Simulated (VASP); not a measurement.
Ga3Se, 4 atoms in the cell. The structure is cubic, space group Pm-3m (No. 221). Conventional cell: a = 4.475 Å, b = 4.475 Å, c = 4.475 Å, α = 90.00°, β = 90.00°, γ = 90.00°. Within 4.2 Å of Se (site symmetry m-3m) lie 12 Ga at 3.16 Å. Ga (site symmetry 4/mmm) has 4 Se at 3.16 Å and 8 Ga at 3.16 Å within 4.2 Å. 

```yaml
Program: VASP 6.6.1
Task: single point
Functional: RPBE
Potentials_or_basis: VASP PAW PBE potentials, release 64 (Se, Ga_d)
Cutoff: 520 eV
k_mesh: 6 × 6 × 6
Occupations: fermi-dirac, width 0.05 eV
Spin: no spin polarisation
Dipole_correction: no
Further_INCAR_settings: ALGO = Normal; EDIFF = 1e-07; NBANDS = 30
```

Potentials or basis: VASP PAW PBE potentials, release 64 (Se, Ga_d).

Launch:

```console
$ cat potpaw_PBE.64/Se/POTCAR potpaw_PBE.64/Ga_d/POTCAR > POTCAR
$ mpirun -np 1 vasp_std > vasp.out
```

Hardware: 1 thread of Intel(R) Xeon(R) 6975P-C (Granite Rapids), with other jobs on the host.

Problem. Estimate the wall time of this run.

Solution. Run time: 51 s on 1 thread of Intel(R) Xeon(R) 6975P-C (Granite Rapids), with other jobs on the host, peak memory 0.22 GiB. Counts: scf iterations 14, k points 20.
